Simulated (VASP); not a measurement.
# InSb (I4/mmm) in VASP: a series of runs

Runs on InSb. Level: PBEsol. Tasks: single point.

Program: VASP 6.6.1. These are calculated values, not measurements. Logs are shortened: lines on timing, memory, paths and dates and some standing lists are left out, and cuts for length are marked.

### Step 1. The cell of the first run

The structure is tetragonal, space group I4/mmm (No. 139). Conventional cell: a = 4.395 Å, b = 4.395 Å, c = 5.849 Å, α = 90.00°, β = 90.00°, γ = 90.00°. In (site symmetry 4/mmm) has 6 Sb at 2.92 to 3.11 Å within 3.9 Å. Within 3.9 Å of Sb (site symmetry 4/mmm) lie 6 In at 2.92 to 3.11 Å.

### Step 2. Single point, PBEsol (28.24 Å³/atom)

INCAR

```
SYSTEM = InSb
ALGO = Normal
EDIFF = 1E-6
ENCUT = 520
GGA = PS
ISIF = 2
ISMEAR = 0
LASPH = .True.
LCHARG = .False.
LREAL = .False.
LWAVE = .False.
NBANDS = 16
NELM = 100
PREC = Accurate
SIGMA = 0.15
```

KPOINTS

```
k-points
0
Gamma
  14 14 14
  0 0 0
```

POSCAR

```
InSb
1.0
    0.0000000000      3.1074526039      2.9244236455
    3.1074526039      0.0000000000      2.9244236455
    3.1074526039      3.1074526039      0.0000000000
In Sb
1 1
Direct
    0.0000000000      0.0000000000      0.0000000000
    0.5000000000      0.5000000000      0.5000000000
```

Potentials or basis: VASP PAW PBE potentials, release 64 (In_d, Sb).

Launch:

```bash
cat potpaw_PBE.64/In_d/POTCAR potpaw_PBE.64/Sb/POTCAR > POTCAR
mpirun -np 1 vasp_std > vasp.out
```

OUTCAR:

```text
SYSTEM = InSb
   EDIFF = 1E-6
   ENCUT = 520
   GGA = PS
   ISIF = 2
   ISMEAR = 0
   LASPH = .True.
   LREAL = .False.
   NELM = 100
   PREC = Accurate

 ion  position               nearest neighbor table
   1  0.000  0.000  0.000-   2 2.92   2 2.92   2 3.11   2 3.11   2 3.11   2 3.11
   2  0.500  0.500  0.500-   1 2.92   1 2.92   1 3.11   1 3.11   1 3.11   1 3.11

  LATTYP: Found a body centered tetragonal cell.
 ALAT       =     4.3946016169
 C/A-ratio  =     1.3309163835

  Lattice vectors:

 A1 = (   0.0000000000,  -3.1074526039,  -2.9244236455)
 A2 = (   0.0000000000,   3.1074526039,  -2.9244236455)
 A3 = (   3.1074526039,   0.0000000000,   2.9244236455)

Analysis of symmetry for initial positions (statically):
=====================================================================
 Subroutine PRICEL returns:
 Original cell was already a primitive cell.

 Routine SETGRP: Setting up the symmetry group for a
 body centered tetragonal supercell.

 Subroutine GETGRP returns: Found 16 space group operations
 (whereof 16 operations were pure point group operations)
 out of a pool of 16 trial point group operations.

The static configuration has the point symmetry D_4h.

Analysis of symmetry for dynamics (positions and initial velocities):
=====================================================================
 Subroutine PRICEL returns:
 Original cell was already a primitive cell.

 Routine SETGRP: Setting up the symmetry group for a
 body centered tetragonal supercell.

 Subroutine GETGRP returns: Found 16 space group operations
 (whereof 16 operations were pure point group operations)
 out of a pool of 16 trial point group operations.

The dynamic configuration has the point symmetry D_4h.

 Subroutine INISYM returns: Found 16 space group operations
 (whereof 16 operations are pure point group operations),
 and found     1 'primitive' translations

----------------------------------------------------------------------------------------

                                     Primitive cell

  volume of cell :      56.4780

  direct lattice vectors                    reciprocal lattice vectors
     0.000000000  3.107452604  2.924423646    -0.160903500  0.160903500  0.170973860
     3.107452604  0.000000000  2.924423646     0.160903500 -0.160903500  0.170973860
     3.107452604  3.107452604  0.000000000     0.160903500  0.160903500 -0.170973860

  length of vectors
     4.267143699  4.267143699  4.394601617     0.284625954  0.284625954  0.284625954

  position of ions in fractional coordinates (direct lattice)
     0.000000000  0.000000000  0.000000000
     0.500000000  0.500000000  0.500000000

  ion indices of the primitive-cell ions
   primitive index   ion index
                 1           1
                 2           2

----------------------------------------------------------------------------------------

 KPOINTS: k-points

Automatic generation of k-mesh.
 Grid dimensions read from file:
 generate k-points for:   14   14   14

 Generating k-lattice:

  Cartesian coordinates                     Fractional coordinates (reciprocal lattice)
    -0.011493107  0.011493107  0.012212419     0.071428571 -0.000000000  0.000000000
     0.011493107 -0.011493107  0.012212419    -0.000000000  0.071428571  0.000000000
     0.011493107  0.011493107 -0.012212419     0.000000000  0.000000000  0.071428571

  Length of vectors
     0.020330425  0.020330425  0.020330425

  Shift w.r.t. Gamma in fractional coordinates (k-lattice)
     0.000000000  0.000000000  0.000000000

 Subroutine IBZKPT returns following result:
 ===========================================

 Found    244 irreducible k-points:

 Following reciprocal coordinates:
            Coordinates               Weight
  0.000000  0.000000  0.000000      1.000000
  0.071429  0.000000  0.000000      8.000000
  0.142857  0.000000  0.000000      8.000000
  0.214286  0.000000  0.000000      8.000000
  0.285714  0.000000  0.000000      8.000000
  0.357143  0.000000  0.000000      8.000000
[... 16 lines left out ...]
  0.214286  0.142857  0.000000      8.000000
  0.285714  0.142857  0.000000      8.000000
 [... further k-points ...]
   k-points           NKPTS =    244   k-points in BZ     NKDIM =    244   number of bands    NBANDS=     16
   number of dos      NEDOS =    301   number of ions     NIONS =      2
   total plane-waves  NPLWV =  36864
   dimension x,y,z NGX =    32 NGY =   32 NGZ =   36
   dimension x,y,z NGXF=    64 NGYF=   64 NGZF=   72
   ions per type =               1   1
   NGX,Y,Z   is equivalent  to a cutoff of  12.47, 12.47, 13.62 a.u.
   NGXF,Y,Z  is equivalent  to a cutoff of  24.93, 24.93, 27.24 a.u.
 SYSTEM =  InSb
   PREC   = accura    normal or accurate (medium, high low for compatibility)
   ISTART =      0    job   : 0-new  1-cont  2-samecut
   ICHARG =      2    charge: 1-file 2-atom 10-const
   ISPIN  =      1    spin polarized calculation?
   LNONCOLLINEAR =      F non collinear calculations
   LSORBIT =      F    spin-orbit coupling
   LASPH  =      T    aspherical Exc in radial PAW
   ENCUT  =  520.0 eV  38.22 Ry    6.18 a.u.   7.93  7.93  8.17*2*pi/ulx,y,z
   NELM   =    100;   NELMIN=  2; NELMDL= -5     # of ELM steps
   EDIFF  = 0.1E-05   stopping-criterion for ELM
   LREAL  =      F    real-space projection
   EDIFFG = 0.1E-04   stopping-criterion for IOM
   NSW    =      0    number of steps for IOM
   IBRION =     -1    ionic relax: 0-MD 1-quasi-New 2-CG
   NFREE  =      0    steps in history (QN), initial steepest desc. (CG)
   ISIF   =      2    stress and relaxation
   ISYM   =      2    0-nonsym 1-usesym 2-fastsym
   POTIM  = 0.5000    time-step for ionic-motion
   TEBEG  =    0.0;   TEEND  =   0.0 temperature during run
   PSTRESS=    0.0 pullay stress
   NELECT =      18.0000    total number of electrons
   NUPDOWN=      -1.0000    fix difference up-down
   EMIN   =  10.00;   EMAX   =-10.00  energy-range for DOS
   EFERMI =   0.00;   METHOD = LEGACY
   ISMEAR =     0;   SIGMA  =   0.15  broadening in eV -4-tet -1-fermi 0-gaus
   EFERMI_NEDOS =   21; number of points for ismear=-14 and -15
   IALGO  =     38    algorithm
   IMIX   =      4    mixing-type and parameters
     AMIX     =   0.40;   BMIX     =  1.00
     AMIX_MAG =   1.60;   BMIX_MAG =  1.00
  volume/ion in A,a.u.               =      28.24       190.57
  Fermi-wavevector in a.u.,A,eV,Ry     =   1.118251  2.113188 17.013880  1.250485
  Thomas-Fermi vector in A             =   2.254880
   LORBIT       =      0    0 simple, 1 ext, 2 COOP (PROOUT), +10 PAW based schemes
   GGA     = PS    functional components
   LHFCALC =     F    Hartree Fock is set to
   AEXX    =    0.0000 exact exchange contribution
   IVDW    =     0    specifies the selected vdW correction
   LEPSILON=     F    determine dielectric tensor
   LRPA    =     F    only Hartree local field effects (RPA)
 non-spin polarized calculation
 Gauss-broadening in eV      SIGMA  =   0.15
  energy-cutoff  :      520.00
  volume of cell :       56.48
 maximum number of plane-waves:      1550
   NGX = 15   NGY = 15   NGZ = 17

 number of electron      17.9999998 magnetization

 Free energy of the ion-electron system (eV)
  ---------------------------------------------------
  ext. energy  EPLUGINS =         0.00000000
  ---------------------------------------------------
  free energy    TOTEN  =        -7.49269208 eV

  energy without entropy =       -7.47638678  energy(sigma->0) =       -7.48453943

 E-fermi :   6.7562     XC(G=0):  -9.9746

 val. band max:        6.7504918515   @ k =   0.3571   0.0000   0.0714
 cond. band min:       6.7650329657   @ k =   0.2143   0.0000   0.0714
 fundamental gap:      0.0145411142
 Fermi energy:         6.7561829097

 k-point     1 :       0.0000    0.0000    0.0000
  band No.  band energies     occupation
      1      -7.6380      2.00000
      2      -7.6046      2.00000
      3      -7.5920      2.00000
      4      -7.5920      2.00000
      5      -7.5684      2.00000
      6      -4.3568      2.00000
[... 8 lines left out ...]
     15      13.1798      0.00000
     16      14.0798      0.00000

 k-point     2 :       0.0714    0.0000    0.0000
  band No.  band energies     occupation
      1      -7.6397      2.00000
      2      -7.6055      2.00000
      3      -7.5914      2.00000
      4      -7.5907      2.00000
      5      -7.5679      2.00000
      6      -4.3014      2.00000
[... 8 lines left out ...]
     15      13.1841      0.00000
     16      13.7399      0.00000

 k-point     3 :       0.1429    0.0000    0.0000
  band No.  band energies     occupation
      1      -7.6448      2.00000
      2      -7.6091      2.00000
      3      -7.5900      2.00000
      4      -7.5859      2.00000
      5      -7.5664      2.00000
      6      -4.1365      2.00000
[... 8 lines left out ...]
     15      13.3724      0.00000
     16      13.5293      0.00000

 k-point     4 :       0.2143    0.0000    0.0000
  band No.  band energies     occupation
      1      -7.6524      2.00000
      2      -7.6151      2.00000
      3      -7.5885      2.00000
      4      -7.5783      2.00000
      5      -7.5635      2.00000
      6      -3.8674      2.00000
[... 8 lines left out ...]
     15      13.9624      0.00000
     16      13.9848      0.00000
[... 324 lines left out ...]
 k-point    22 :       0.1429    0.1429    0.0000
  band No.  band energies     occupation
      1      -7.6544      2.00000
      2      -7.5997      2.00000
      3      -7.5838      2.00000
      4      -7.5838      2.00000
      5      -7.5732      2.00000
      6      -4.0378      2.00000
[... 8 lines left out ...]
     15      14.4097      0.00000
     16      14.4097      0.00000

 k-point    23 :       0.2143    0.1429    0.0000
  band No.  band energies     occupation
      1      -7.6653      2.00000
      2      -7.6002      2.00000
      3      -7.5807      2.00000
      4      -7.5772      2.00000
      5      -7.5736      2.00000
      6      -3.8219      2.00000
[... 8 lines left out ...]
     15      14.9216      0.00000
     16      14.9889      0.00000

 k-point    24 :       0.2857    0.1429    0.0000
  band No.  band energies     occupation
      1      -7.6776      2.00000
      2      -7.6049      2.00000
      3      -7.5807      2.00000
      4      -7.5696      2.00000
      5      -7.5681      2.00000
      6      -3.5048      2.00000
[... 8 lines left out ...]
     15      15.5036      0.00000
     16      15.6895      0.00000

 [... further k-points ...]

------------------------ aborting loop because EDIFF is reached ----------------------------------------

  FORCE on cell =-STRESS in cart. coord.  units (eV):
  Direction    XX          YY          ZZ          XY          YZ          ZX
  --------------------------------------------------------------------------------------
  -------------------------------------------------------------------------------------
  Total       -1.0213784     -1.0213784      1.0090516      0.0000000     -0.0000000     -0.0000000
  in kB      -28.9746336    -28.9746336     28.6249442      0.0000000     -0.0000000     -0.0000000
  external PRESSURE =      -9.7747743 kB  Pullay stress =       0.0000000 kB

 VOLUME and BASIS-vectors are now :
 -----------------------------------------------------------------------------
  energy-cutoff  :      520.00
  volume of cell :       56.48
      direct lattice vectors                 reciprocal lattice vectors
     0.000000000  3.107452604  2.924423646    -0.160903500  0.160903500  0.170973860
     3.107452604  0.000000000  2.924423646     0.160903500 -0.160903500  0.170973860
     3.107452604  3.107452604  0.000000000     0.160903500  0.160903500 -0.170973860

 POSITION                                       TOTAL-FORCE (eV/Angst)
 -----------------------------------------------------------------------------------
      0.00000      0.00000      0.00000         0.000000     -0.000000      0.000000
      3.10745      3.10745      2.92442        -0.000000      0.000000     -0.000000
 -----------------------------------------------------------------------------------
    total drift:                                0.000000     -0.000000     -0.000000

  FREE ENERGIE OF THE ION-ELECTRON SYSTEM (eV)
  ---------------------------------------------------
  free  energy   TOTEN  =        -7.4926920782 eV

  energy  without entropy=       -7.4763867808  energy(sigma->0) =       -7.48453943
```

It took 73 s on 1 thread of Intel Xeon 6975P-C (Granite Rapids), shared host; peak memory 0.36 GiB.

Results:

| Quantity | Value |
| --- | --- |
| Free energy | -7.4927 eV |
| Pressure | -1.0 GPa |
| Band gap on the k mesh | zero (bands 9 and 10 overlap by 2.93 eV) |

Stress tensor (GPa, compression positive):
```
-2.90  0.00  0.00
 0.00 -2.90  0.00
 0.00  0.00  2.86
```

Caveat: the PAW data sets were made with another functional, which shifts forces and pressure a little; spin-orbit coupling is left out, which moves the levels of the heavy elements.

### Step 3. Single point, PBEsol (28.24 Å³/atom)

INCAR

```
ALGO = Normal
EDIFF = 1E-6
ENCUT = 520
GGA = PS
ISIF = 2
ISMEAR = 0
LASPH = True
LCHARG = False
LREAL = False
LWAVE = False
NBANDS = 16
NELM = 100
PREC = Accurate
SIGMA = 0.15
```

KPOINTS

```
k-points
0
Gamma
  14 14 14
```

POSCAR

```
InSb
1.0
    0.0000000000      2.9842838241      3.1708015631
    2.9842838241      0.0000000000      3.1708015631
    2.9842838241      2.9842838241      0.0000000000
In Sb
1 1
Direct
    0.0000000000      0.0000000000      0.0000000000
    0.5000000000      0.5000000000      0.5000000000
```

Potentials or basis: VASP PAW PBE potentials, release 64 (In_d, Sb).

Launch:

```bash
cat potpaw_PBE.64/In_d/POTCAR potpaw_PBE.64/Sb/POTCAR > POTCAR
mpirun -np 1 vasp_std > vasp.out
```

Run time: 52 s. Hardware: 1 thread of Intel Xeon 6975P-C (Granite Rapids), shared host; peak memory 0.35 GiB.

Results (log left out):

* Free energy: -7.5006 eV
* Pressure: -1.0 GPa
* Band gap on the k mesh: zero (bands 9 and 10 overlap by 2.68 eV)

Stress tensor (GPa, compression positive):
```
 0.47  0.00  0.00
 0.00  0.47  0.00
 0.00  0.00 -3.95
```

Levels at points of the mesh, in eV from the Fermi level:
| k point | band 5 | band 6 | band 7 | band 8 | band 9 | band 10 | band 11 | band 12 | band 13 | band 14 |
| --- | --- | --- | --- | --- | --- | --- | --- | --- | --- | --- |
| (0.00, 0.00, 0.00) | -14.32 | -11.11 | -0.33 | -0.25 | -0.25 | 0.35 | 5.03 | 5.94 | 6.32 | 6.32 |
| (0.50, 0.00, 0.00) | -14.29 | -9.26 | -6.54 | 0.15 | 0.52 | 1.87 | 2.58 | 2.66 | 3.39 | 9.99 |
| (0.50, 0.50, 0.00) | -14.28 | -8.87 | -4.53 | -2.93 | -2.02 | -2.02 | 3.33 | 8.55 | 8.55 | 9.75 |
| (0.50, 0.00, 0.50) | -14.27 | -8.33 | -4.57 | -3.53 | -2.59 | -1.92 | 3.09 | 7.38 | 9.24 | 10.29 |

Caveat: the PAW data sets were made with another functional, which shifts forces and pressure a little; spin-orbit coupling is left out, which moves the levels of the heavy elements.

### Step 4. Single point, PBEsol (28.24 Å³/atom)

INCAR

```
PREC = Accurate
ENCUT = 520
EDIFF = 1E-7
ISMEAR = 0
SIGMA = 0.15
LREAL = False
LASPH = True
NELM = 80
ALGO = Normal
ISIF = 2
LWAVE = False
LCHARG = False
GGA = PS
NBANDS = 16
```

KPOINTS

```
regular mesh
0
Gamma
  14 14 14
```

POSCAR

```
InSb
1.0
    0.0000000000      3.2356673688      2.6972523187
    3.2356673688      0.0000000000      2.6972523187
    3.2356673688      3.2356673688      0.0000000000
In Sb
1 1
Direct
    0.0000000000      0.0000000000      0.0000000000
    0.5000000000      0.5000000000      0.5000000000
```

Potentials or basis: VASP PAW PBE potentials, release 64 (In_d, Sb).

Launch:

```bash
cat potpaw_PBE.64/In_d/POTCAR potpaw_PBE.64/Sb/POTCAR > POTCAR
mpirun -np 1 vasp_std > vasp.out
```

OUTCAR:

```text
PREC = Accurate
   ENCUT = 520
   EDIFF = 1E-7
   ISMEAR = 0
   LREAL = False
   LASPH = True
   NELM = 80
   ISIF = 2
   GGA = PS

 ion  position               nearest neighbor table
   1  0.000  0.000  0.000-   2 2.70   2 2.70   2 3.24   2 3.24   2 3.24   2 3.24
   2  0.500  0.500  0.500-   1 2.70   1 2.70   1 3.24   1 3.24   1 3.24   1 3.24

  LATTYP: Found a body centered tetragonal cell.
 ALAT       =     4.5759246763
 C/A-ratio  =     1.1788884256

  Lattice vectors:

 A1 = (   0.0000000000,  -3.2356673688,  -2.6972523187)
 A2 = (   0.0000000000,   3.2356673688,  -2.6972523187)
 A3 = (   3.2356673688,   0.0000000000,   2.6972523187)

Analysis of symmetry for initial positions (statically):
=====================================================================
 Subroutine PRICEL returns:
 Original cell was already a primitive cell.

 Routine SETGRP: Setting up the symmetry group for a
 body centered tetragonal supercell.

 Subroutine GETGRP returns: Found 16 space group operations
 (whereof 16 operations were pure point group operations)
 out of a pool of 16 trial point group operations.

[... 161 lines left out ...]

 E-fermi :   6.7555     XC(G=0):  -9.9429

 val. band max:        6.7481123782   @ k =  -0.4286   0.0714   0.4286
 cond. band min:       6.7564961397   @ k =   0.5000   0.1429   0.0714
 fundamental gap:      0.0083837615
 Fermi energy:         6.7555307018

 k-point     1 :       0.0000    0.0000    0.0000
  band No.  band energies     occupation
      1      -7.9108      2.00000
      2      -7.7508      2.00000
      3      -7.7508      2.00000
      4      -7.7057      2.00000
      5      -7.6619      2.00000
      6      -4.4111      2.00000
[... 433 lines left out ...]
      3      -7.7383      2.00000
      4      -7.6877      2.00000
      5      -7.6715      2.00000
      6      -3.5162      2.00000
[... 8 lines left out ...]
     15      15.8008      0.00000
     16      15.9376      0.00000

 [... further k-points ...]

------------------------ aborting loop because EDIFF is reached ----------------------------------------

  FORCE on cell =-STRESS in cart. coord.  units (eV):
  Direction    XX          YY          ZZ          XY          YZ          ZX
  --------------------------------------------------------------------------------------
  -------------------------------------------------------------------------------------
  Total       -1.6212486     -1.6212486      6.3579989      0.0000000      0.0000000     -0.0000000
  in kB      -45.9918513    -45.9918513    180.3647739      0.0000000      0.0000000     -0.0000000
  external PRESSURE =      29.4603571 kB  Pullay stress =       0.0000000 kB

 VOLUME and BASIS-vectors are now :
 -----------------------------------------------------------------------------
  energy-cutoff  :      520.00
  volume of cell :       56.48
      direct lattice vectors                 reciprocal lattice vectors
     0.000000000  3.235667369  2.697252319    -0.154527627  0.154527627  0.185373833
     3.235667369  0.000000000  2.697252319     0.154527627 -0.154527627  0.185373833
     3.235667369  3.235667369  0.000000000     0.154527627  0.154527627 -0.185373833

 POSITION                                       TOTAL-FORCE (eV/Angst)
 -----------------------------------------------------------------------------------
      0.00000      0.00000      0.00000         0.000000     -0.000000      0.000000
      3.23567      3.23567      2.69725        -0.000000      0.000000      0.000000
 -----------------------------------------------------------------------------------
    total drift:                                0.000000     -0.000000     -0.000000

  FREE ENERGIE OF THE ION-ELECTRON SYSTEM (eV)
  ---------------------------------------------------
  free  energy   TOTEN  =        -7.1018009104 eV

  energy  without entropy=       -7.0868729606  energy(sigma->0) =       -7.09433694
```

Run time: 1.7 min. Hardware: 1 thread of Intel Xeon 6975P-C (Granite Rapids), shared host; peak memory 0.36 GiB.

What came out:

```yaml
Free_energy: -7.1018 eV
Pressure: 2.9 GPa
Band_gap_on_the_k_mesh: zero (bands 9 and 10 overlap by 3.37 eV)
```

Stress tensor (GPa, compression positive):
```
-4.60  0.00  0.00
 0.00 -4.60  0.00
 0.00  0.00 18.04
```

Levels at points of the mesh, in eV from the Fermi level:
| k point | band 6 | band 7 | band 8 | band 9 | band 10 | band 11 | band 12 | band 13 |
| --- | --- | --- | --- | --- | --- | --- | --- | --- |
| (0.00, 0.00, 0.00) | -11.17 | -1.38 | -0.07 | 0.60 | 0.60 | 4.47 | 4.47 | 6.04 |
| (0.50, 0.00, 0.00) | -9.39 | -6.69 | -0.08 | 0.33 | 1.46 | 1.82 | 4.20 | 4.34 |
| (0.50, 0.50, 0.00) | -7.83 | -4.60 | -3.96 | -2.74 | -2.74 | 2.69 | 8.03 | 8.03 |
| (0.50, 0.00, 0.50) | -9.09 | -4.61 | -2.92 | -2.53 | -0.85 | 3.61 | 5.84 | 9.38 |

Caveat: the PAW data sets were made with another functional, which shifts forces and pressure a little; spin-orbit coupling is left out, which moves the levels of the heavy elements.

(Continued in part 2 of 2.)
